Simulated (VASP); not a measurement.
Crystal: FeO (Wuestite).

```
CELL_PARAMETERS angstrom
0.00000 2.14093 2.14093
2.14093 0.00000 2.14093
2.14093 2.14093 0.00000
ATOMIC_POSITIONS crystal
Fe 0.00000 0.00000 0.00000
O 0.50000 0.50000 0.50000
```

Base run:

| Quantity | Value |
| --- | --- |
| Program | VASP 6.6.1 |
| Functional | PBE |
| Potentials or basis | VASP PAW PBE potentials, release 64 (Fe, O) |
| Cutoff | 520 eV |
| k mesh | 11 × 11 × 11 |
| Occupations | fermi-dirac, width 0.05 eV |
| Spin | collinear spin, ferromagnetic start |
| Starting moments | [3.0, 0.0] μB |

Its results: band gap on the k mesh zero (filled and empty bands overlap); pressure 3.8 GPa; net moment 4.00 μB per cell; site moments Fe +3.62; O +0.31 μB.

**Question.** The run is repeated on the same cell with these changes: functional from PBE to BLYP; dispersion from none to D4. What comes out?

**Answer.** Band gap on the k mesh zero (filled and empty bands overlap); pressure 124.1 GPa; net moment 4.00 μB per cell; site moments Fe +3.59; O +0.33 μB.

Several settings changed at once, so the effect can't be laid on one alone.

Caveats: a cell with one magnetic atom can't hold antiferromagnetic order, which such compounds often take; semilocal functionals often make such compounds metallic where correlation or magnetic order opens a gap, which also shifts bond lengths; the PAW data sets were made with another functional, which shifts forces and pressure a little (some runs); pairwise dispersion overbinds metals, which lowers pressure and volume (some runs).
